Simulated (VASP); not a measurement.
A run of VASP 6.6.1:

File INCAR:

```
SYSTEM = MnSi
PREC = Accurate
ENCUT = 520
EDIFF = 1E-6
ISMEAR = -1
SIGMA = 0.05
LREAL = .False.
LASPH = .True.
NELM = 150
ALGO = Normal
ISIF = 2
LWAVE = .False.
LCHARG = .False.
ISPIN = 2
MAGMOM = 4 0
LORBIT = 11
LMAXMIX = 4
GGA = PE
NBANDS = 20
```

KPOINTS

```
regular mesh
0
Gamma
  9 9 9
  0 0 0
```

The input POSCAR:

```
MnSi
1.0
    0.0000000000      2.5767906073      2.5767906073
    2.5767906073      0.0000000000      2.5767906073
    2.5767906073      2.5767906073      0.0000000000
Mn Si
1 1
Direct
    0.0000000000      0.0000000000      0.0000000000
    0.2500000000      0.2500000000      0.2500000000
```

Potentials or basis: VASP PAW PBE potentials, release 64 (Mn_pv, Si).

The run is started by

```sh
$ cat potpaw_PBE.64/Mn_pv/POTCAR potpaw_PBE.64/Si/POTCAR > POTCAR
$ mpirun -np 1 vasp_std > vasp.out
```

Hardware: 1 thread of Intel(R) Xeon(R) Platinum 8375C CPU @ 2.90GHz (Ice Lake), with other jobs on the host.

Question: How long does it take, and how much memory?

Answer: It took 50 s on 1 thread of Intel(R) Xeon(R) Platinum 8375C CPU @ 2.90GHz (Ice Lake), on a shared host, peak memory 0.19 GiB. Counts: scf iterations 15, k points 35.
